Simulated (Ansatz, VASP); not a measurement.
# One calculation of AgAu2, two programs

```
CELL_PARAMETERS angstrom
2.76480 0.00000 0.00000
0.00000 8.68587 0.00000
0.00000 0.00000 4.49279
ATOMIC_POSITIONS crystal
Ag 0.00000 0.00000 0.00000
Ag 0.50000 0.50000 0.50000
Au 0.00072 0.33337 0.00000
Au 0.99928 0.66663 0.00000
Au 0.50072 0.16663 0.50000
Au 0.49928 0.83337 0.50000
```

Alike in both runs: functional PBE; k mesh 4 × 4 × 6; occupations gaussian, width 0.1 eV; no spin polarisation.

Ansatz relaxed the structure, and its values are those at the end. VASP's run is a single point on that final structure, the one shown.

|  | VASP | Ansatz |
| --- | --- | --- |
| version | VASP 6.6.1 | Ansatz 0.2.0 |
| potentials or method | VASP PAW PBE potentials, release 64 (Ag, Au), cutoff 520 eV | scalar-relativistic, plane waves, PAW |
| valence electrons in the cell | 66 | 114 |

```tsv
	VASP	Ansatz	Ansatz less VASP
gap on the k mesh at the Fermi level (eV)	none	none	-
pressure (GPa)	-0.3	-0.1	+0.25
rms of the force components (eV/Å)	0.005	0.005	-0.0001
```

A gap of «none» marks a metal or a gap that the smearing closes. The functional is the same, so the differences come from potentials, cutoffs and numerics. VASP's potentials hold 66 valence electrons a cell and Ansatz's 114, so a difference there can come from the potentials and not from the codes.

The k mesh is coarse, so the values compare programs but aren't converged. Neither program's run includes spin-orbit coupling.
